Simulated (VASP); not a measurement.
# Au (Fm-3m) in VASP: a series of runs, part 2 of 2

VASP 6.6.1.

## (3) Single point, PBE

INCAR reads:

```
SYSTEM = Au
ALGO = Normal ; EDIFF = 1E-6
ENCUT = 520 ; GGA = PE
ISIF = 2 ; ISMEAR = -1
LASPH = .TRUE. ; LCHARG = .FALSE.
LREAL = .FALSE. ; LWAVE = .FALSE.
NBANDS = 12 ; NELM = 100
PREC = Accurate ; SIGMA = 0.1
```

KPOINTS reads:

```
k-points
0
G
  14 14 14
  0 0 0
```

POSCAR reads:

```
Au
1.0
    0.0000000000      2.0782552709      2.0782552709
    2.0782552709      0.0000000000      2.0782552709
    2.0782552709      2.0782552709      0.0000000000
Au
1
Direct
    0.0000000000      0.0000000000      0.0000000000
```

Potentials or basis: VASP PAW PBE potentials, release 64 (Au).

Command:

```bash
$ cat potpaw_PBE.64/Au/POTCAR > POTCAR
$ mpirun -np 1 vasp_std > vasp.out
```

OUTCAR:

```text
SYSTEM = Au
   EDIFF = 1E-6
   ENCUT = 520
   GGA = PE
   ISIF = 2
   ISMEAR = -1
   LASPH = .TRUE.
   LREAL = .FALSE.
   NELM = 100
   PREC = Accurate

 ion  position               nearest neighbor table
   1  0.000  0.000  0.000-

  LATTYP: Found a face centered cubic cell.
 ALAT       =     4.1565105418

  Lattice vectors:

 A1 = (   0.0000000000,   2.0782552709,   2.0782552709)
 A2 = (   2.0782552709,   0.0000000000,   2.0782552709)
 A3 = (   2.0782552709,   2.0782552709,   0.0000000000)

Analysis of symmetry for initial positions (statically):
=====================================================================
 Subroutine PRICEL returns:
 Original cell was already a primitive cell.

 Routine SETGRP: Setting up the symmetry group for a
 face centered cubic supercell.

 Subroutine GETGRP returns: Found 48 space group operations
 (whereof 48 operations were pure point group operations)
 out of a pool of 48 trial point group operations.

The static configuration has the point symmetry O_h .

Analysis of symmetry for dynamics (positions and initial velocities):
=====================================================================
 Subroutine PRICEL returns:
[... 160 lines left out ...]
 Fermi energy:         8.5840983823

 k-point     1 :       0.0000    0.0000    0.0000
  band No.  band energies     occupation
      1      -0.6877      2.00000
      2       4.2053      2.00000
      3       4.2053      2.00000
      4       4.2053      2.00000
      5       5.5863      2.00000
      6       5.5863      2.00000
      7      23.2101      0.00000
      8      26.9100      0.00000
      9      26.9100      0.00000
     10      26.9100      0.00000
     11      31.6518      0.00000
     12      35.7419      0.00000
[... 331 lines left out ...]
 k-point    24 :       0.2857    0.1429    0.0000
  band No.  band energies     occupation
      1       1.4440      2.00000
      2       3.5536      2.00000
      3       4.4735      2.00000
      4       4.8401      2.00000
      5       5.6427      2.00000
      6       6.1053      2.00000
      7      20.2734      0.00000
      8      24.5307      0.00000
      9      24.5659      0.00000
     10      26.4986      0.00000
     11      29.0652      0.00000
     12      32.6772      0.00000

 [... further k-points ...]
[... 5 lines left out ...]
  --------------------------------------------------------------------------------------
  -------------------------------------------------------------------------------------
  Total       -0.0122572     -0.0122572     -0.0122572      0.0000000      0.0000000      0.0000000
  in kB       -1.0938928     -1.0938928     -1.0938928      0.0000000      0.0000000      0.0000000
  external PRESSURE =      -1.0938928 kB  Pullay stress =       0.0000000 kB

 VOLUME and BASIS-vectors are now :
 -----------------------------------------------------------------------------
  energy-cutoff  :      520.00
  volume of cell :       17.95
      direct lattice vectors                 reciprocal lattice vectors
     0.000000000  2.078255271  2.078255271    -0.240586422  0.240586422  0.240586422
     2.078255271  0.000000000  2.078255271     0.240586422 -0.240586422  0.240586422
     2.078255271  2.078255271  0.000000000     0.240586422  0.240586422 -0.240586422

 POSITION                                       TOTAL-FORCE (eV/Angst)
 -----------------------------------------------------------------------------------
      0.00000      0.00000      0.00000        -0.000000      0.000000      0.000000
 -----------------------------------------------------------------------------------
    total drift:                               -0.000000     -0.000000     -0.000000

  FREE ENERGIE OF THE ION-ELECTRON SYSTEM (eV)
  ---------------------------------------------------
  free  energy   TOTEN  =        -3.2233783574 eV

  energy  without entropy=       -3.2122011395  energy(sigma->0) =       -3.21778975
```

Run time: 11 s. Hardware: 1 thread of AMD EPYC 9R45 (Zen 5), shared host; peak memory 0.12 GiB.

What came out:

| Property | Result |
| --- | --- |
| Free energy | -3.2234 eV |
| Pressure | -0.1 GPa |

Caveat: spin-orbit coupling is left out, which moves the levels of the heavy elements.

## (4) Single point, PBE

INCAR reads:

```
SYSTEM = Au
ALGO = Normal ; EDIFF = 1E-6
ENCUT = 520 ; GGA = PE
ISIF = 2 ; ISMEAR = -1
LASPH = .True. ; LCHARG = .True.
LELF = .True. ; LREAL = .False.
LVHAR = .True. ; LWAVE = .False.
NBANDS = 12 ; NELM = 80
PREC = Accurate ; SIGMA = 0.1
```

KPOINTS reads:

```
k-points
0
Gamma
  19 19 19
  0 0 0
```

POSCAR is that of step 3.

Potentials or basis: VASP PAW PBE potentials, release 64 (Au).

Command:

```bash
$ cat potpaw_PBE.64/Au/POTCAR > POTCAR
$ mpirun -np 1 vasp_std > vasp.out
```

OUTCAR:

```text
SYSTEM = Au
   EDIFF = 1E-6
   ENCUT = 520
   GGA = PE
   ISIF = 2
   ISMEAR = -1
   LASPH = .True.
   LREAL = .False.
   NELM = 80
   PREC = Accurate

 ion  position               nearest neighbor table
   1  0.000  0.000  0.000-

  LATTYP: Found a face centered cubic cell.
 ALAT       =     4.1565105418

  Lattice vectors:

 A1 = (   0.0000000000,   2.0782552709,   2.0782552709)
 A2 = (   2.0782552709,   0.0000000000,   2.0782552709)
 A3 = (   2.0782552709,   2.0782552709,   0.0000000000)

Analysis of symmetry for initial positions (statically):
=====================================================================
 Subroutine PRICEL returns:
 Original cell was already a primitive cell.

 Routine SETGRP: Setting up the symmetry group for a
 face centered cubic supercell.

 Subroutine GETGRP returns: Found 48 space group operations
 (whereof 48 operations were pure point group operations)
 out of a pool of 48 trial point group operations.

The static configuration has the point symmetry O_h .

Analysis of symmetry for dynamics (positions and initial velocities):
=====================================================================
 Subroutine PRICEL returns:
[... 160 lines left out ...]
 Fermi energy:         8.6727767313

 k-point     1 :       0.0000    0.0000    0.0000
  band No.  band energies     occupation
      1      -0.6875      2.00000
      2       4.2057      2.00000
      3       4.2057      2.00000
      4       4.2057      2.00000
      5       5.5863      2.00000
      6       5.5863      2.00000
      7      23.2106      0.00000
      8      26.9099      0.00000
      9      26.9099      0.00000
     10      26.9099      0.00000
     11      31.6528      0.00000
     12      35.7421      0.00000
[... 331 lines left out ...]
 k-point    24 :      -0.2632    0.0526    0.0000
  band No.  band energies     occupation
      1       1.3914      2.00000
      2       4.1726      2.00000
      3       4.4539      2.00000
      4       4.4731      2.00000
      5       5.6938      2.00000
      6       6.1402      2.00000
      7      18.3033      0.00000
      8      23.8986      0.00000
      9      26.3119      0.00000
     10      28.8352      0.00000
     11      29.6148      0.00000
     12      31.0236      0.00000

 [... further k-points ...]
[... 5 lines left out ...]
  --------------------------------------------------------------------------------------
  -------------------------------------------------------------------------------------
  Total       -0.0133247     -0.0133247     -0.0133247     -0.0000000     -0.0000000      0.0000000
  in kB       -1.1891596     -1.1891596     -1.1891596     -0.0000000     -0.0000000      0.0000000
  external PRESSURE =      -1.1891596 kB  Pullay stress =       0.0000000 kB

 VOLUME and BASIS-vectors are now :
 -----------------------------------------------------------------------------
  energy-cutoff  :      520.00
  volume of cell :       17.95
      direct lattice vectors                 reciprocal lattice vectors
     0.000000000  2.078255271  2.078255271    -0.240586422  0.240586422  0.240586422
     2.078255271  0.000000000  2.078255271     0.240586422 -0.240586422  0.240586422
     2.078255271  2.078255271  0.000000000     0.240586422  0.240586422 -0.240586422

 POSITION                                       TOTAL-FORCE (eV/Angst)
 -----------------------------------------------------------------------------------
      0.00000      0.00000      0.00000         0.000000      0.000000      0.000000
 -----------------------------------------------------------------------------------
    total drift:                                0.000000     -0.000000     -0.000000

  FREE ENERGIE OF THE ION-ELECTRON SYSTEM (eV)
  ---------------------------------------------------
  free  energy   TOTEN  =        -3.2246356088 eV

  energy  without entropy=       -3.2140796024  energy(sigma->0) =       -3.21935761
```

Run time: 24 s. Hardware: 1 thread of AMD EPYC 9R45 (Zen 5), shared host; peak memory 0.15 GiB.

Results:

```
Free energy : -3.2246 eV
Pressure    : -0.1 GPa
```

Caveat: spin-orbit coupling is left out, which moves the levels of the heavy elements.

## (5) Overview

| k mesh | smearing | gap on the mesh (eV) | pressure (GPa) |
| --- | --- | --- | --- |
| 13 × 13 × 13 | methfessel-paxton 1 eV | none | -0.2 |
| 14 × 14 × 14 | fermi-dirac 0.1 eV | none | -0.1 |
| 19 × 19 × 19 | fermi-dirac 0.1 eV | none | -0.1 |

Alike in all rows: task single point; level PBE; potentials or basis VASP PAW PBE potentials, release 64 (Au); no spin polarisation; cell as given; cutoff (eV) 520.

Every run on the cell as given and a fine mesh finds a metal.

Caveats: spin-orbit coupling is left out, which moves the levels of the heavy elements.

Absolute energies hang on the potentials; compare differences alone.
